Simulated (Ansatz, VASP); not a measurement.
One calculation of NiO, two programs

```xyz
4
Lattice="0.0000 4.1939 4.1939 2.0970 0.0000 2.0970 2.0970 2.0970 0.0000" Properties=species:S:1:pos:R:3 pbc="T T T"
Ni    0.0000    0.0000    0.0000
Ni    0.0000    2.0970    2.0970
O     2.0970    2.0970    2.0970
O     2.0970    4.1939    4.1939
```

Alike in both runs: task single point; functional r2SCAN; k mesh 4 × 8 × 8; occupations fermi-dirac, width 0.05 eV; collinear spin.

|  | VASP | Ansatz |
| --- | --- | --- |
| version | VASP 6.6.1 | Ansatz 0.2.0 |
| potentials or method | VASP PAW PBE potentials, release 64 (Ni, O), cutoff 520 eV | PAW, plane waves, scalar-relativistic |
| valence electrons in the cell | 32 | 48 |

Ansatz gave:

| Item | Value |
| --- | --- |
| pressure (GPa) | -0.8 |
| net moment per atom (μB) | 1.00 |
| size of the moment on the site where the two differ most (μB) | 1.67 |

Q: What did VASP give for the same quantities?

A: Pressure (GPa): -0.7; net moment per atom (μB): 1.00; size of the moment on the site where the two differ most (μB): 1.69.

VASP's potentials were made for PBE, not for r2SCAN. Site moments also hang on the region over which each program counts them. VASP's potentials hold 32 valence electrons a cell and Ansatz's 48, so a difference there can come from the potentials and not from the codes. Ansatz's warnings: stability check not made.
